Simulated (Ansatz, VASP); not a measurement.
One calculation of Ga, two programs

File INCAR:

```
SYSTEM = Ga
  PREC = Accurate
  ENCUT = 520
  EDIFF = 1E-6
  ISMEAR = -1
  SIGMA = 0.05
  LREAL = .FALSE.
  LASPH = .TRUE.
  NELM = 60
  ALGO = Normal
  ISIF = 2
  LWAVE = .FALSE.
  LCHARG = .TRUE.
  GGA = PE
  LELF = .TRUE.
  LVHAR = .TRUE.
  NBANDS = 20
```

Contents of KPOINTS:

```
Automatic mesh
0
G
  14 14 11
  0 0 0
```

Contents of POSCAR:

```
Ga
1.0
    1.3934906686     -4.0570427891      0.0000000000
    1.3934906686      4.0570427891      0.0000000000
   -0.1183409104      0.0000000000      3.2799810500
Ga
2
Direct
    0.8690000000      0.1310000000      0.2500000000
    0.1310000000      0.8690000000      0.7500000000
```

Input for Ansatz:

```yaml
crystal:
  lattice:
    - [1.3934906686, -4.0570427891, 0.0]
    - [1.3934906686, 4.0570427891, 0.0]
    - [-0.1183409104, 0.0, 3.27998105]
  atoms:
    - { symbol: Ga, position: [0.869, 0.131, 0.25] }
    - { symbol: Ga, position: [0.131, 0.869, 0.75] }
kpoints:
  mp_grid: { grid: [14, 14, 11] }
scf:
  occupations: { method: fermi_dirac, width: 0.05 }
hamiltonian:
  xc: pbe
  pseudopotentials: { kind: all_electron, lapw: { basis_error: 0.0005 } }
output:
  forces: true
  stress: true
  eigenvalues: true
```

Change from the starting cell: z stretched by -1.5 % at fixed volume.

Alike in both runs: task single point; functional PBE; k mesh 14 × 14 × 11; occupations fermi-dirac, width 0.05 eV; no spin polarisation.

|  | VASP | Ansatz |
| --- | --- | --- |
| version | VASP 6.6.1 | Ansatz 0.2.0 |
| potentials or method | VASP PAW PBE potentials, release 64 (Ga_d), cutoff 520 eV | all-electron LAPW, scalar-relativistic |

VASP gave:

- pressure (GPa): 1.7
- traceless stress, the component that is largest in VASP (GPa): 0.17
- rms of the force components (eV/Å): 0.121

Q: What did Ansatz give for the same quantities?

A: Pressure (GPa): 1.8; traceless stress, the component that is largest in VASP (GPa): 0.21; rms of the force components (eV/Å): 0.119.

Atom by atom the forces differ by 0.001 eV/Å (rms over components). Ansatz ran all-electron here, and VASP with PAW potentials.
